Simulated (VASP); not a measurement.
NbTe8Mo3:

```
Nb Te Mo
1.0
     7.46927    0.00000    0.00000
    -3.73463    6.46858    0.00000
     0.00000    0.00000    7.17549
Nb Te Mo
1 8 3
Direct
  0.00000 0.00000 0.00000
  0.33333 0.66667 0.74563
  0.33333 0.16667 0.74563
  0.83333 0.66667 0.74563
  0.83333 0.16667 0.74563
  0.16667 0.83333 0.25437
  0.16667 0.33333 0.25437
  0.66667 0.83333 0.25437
  0.66667 0.33333 0.25437
  0.00000 0.50000 0.00000
  0.50000 0.50000 0.00000
  0.50000 0.00000 0.00000
```

- Program: VASP 6.6.1
- Task: relaxation of cell and atoms
- Functional: PBE
- Potentials or basis: VASP PAW PBE potentials, release 64 (Nb_sv, Te, Mo_sv)
- Cutoff: 500 eV
- k mesh: 3 × 3 × 4
- Occupations: gaussian, width 0.1 eV
- Spin: no spin polarisation

At the start: pressure -5.0 GPa; volume 28.89 Å³/atom.

Question: How do energy, volume and symmetry change on relaxing?

Answer: Over 17 steps the energy falls by 54.1 meV/atom and the volume is 27.96 Å³/atom (-3.2 %); space group P-3m1 (No. 164, to 0.1 Å) before and after.

The path:
```tsv
step	energy change (eV)	largest force (eV/Å)	pressure (GPa)	volume (Å³)
1	0.0000	0.7566	-5.01	346.69
2	0.0519	1.3955	7.48	303.28
3	-0.4289	0.4227	0.19	324.42
4	-0.5644	0.1472	0.13	321.33
5	-0.5965	0.1529	0.13	318.87
6	-0.6018	0.1243	0.06	319.83
7	-0.6139	0.1238	-0.12	322.69
8	-0.6217	0.1916	-0.43	328.44
9	-0.6244	0.1695	-0.30	328.50
10	-0.6294	0.2511	0.08	328.67
11	-0.6255	0.4187	0.87	329.01
12	-0.6302	0.3000	0.30	328.77
13	-0.6344	0.2583	0.26	329.54
14	-0.6439	0.1343	0.14	331.83
15	-0.6486	0.1073	-0.06	336.40
16	-0.6492	0.0444	-0.01	335.20
17	-0.6496	0.0356	0.05	335.48
```

Final structure:
```yaml
crystal:
  lattice:
    - [7.09443, 0.00000, 0.00000]
    - [-3.54722, 6.14396, 0.00000]
    - [0.00000, 0.00000, 7.69653]
  atoms:
    - { symbol: Nb, position: [0.00000, 0.00000, 0.00000] }
    - { symbol: Te, position: [0.33333, 0.66667, 0.76208] }
    - { symbol: Te, position: [0.33714, 0.16857, 0.75751] }
    - { symbol: Te, position: [0.83143, 0.66286, 0.75751] }
    - { symbol: Te, position: [0.83143, 0.16857, 0.75751] }
    - { symbol: Te, position: [0.16857, 0.83143, 0.24249] }
    - { symbol: Te, position: [0.16857, 0.33714, 0.24249] }
    - { symbol: Te, position: [0.66286, 0.83143, 0.24249] }
    - { symbol: Te, position: [0.66667, 0.33333, 0.23792] }
    - { symbol: Mo, position: [0.00000, 0.50000, 0.00000] }
    - { symbol: Mo, position: [0.50000, 0.50000, 0.00000] }
    - { symbol: Mo, position: [0.50000, 0.00000, 0.00000] }
```

Caveat: this functional lacks dispersion, which binds the layers, so the pressure and a relaxed spacing across them are unreliable.
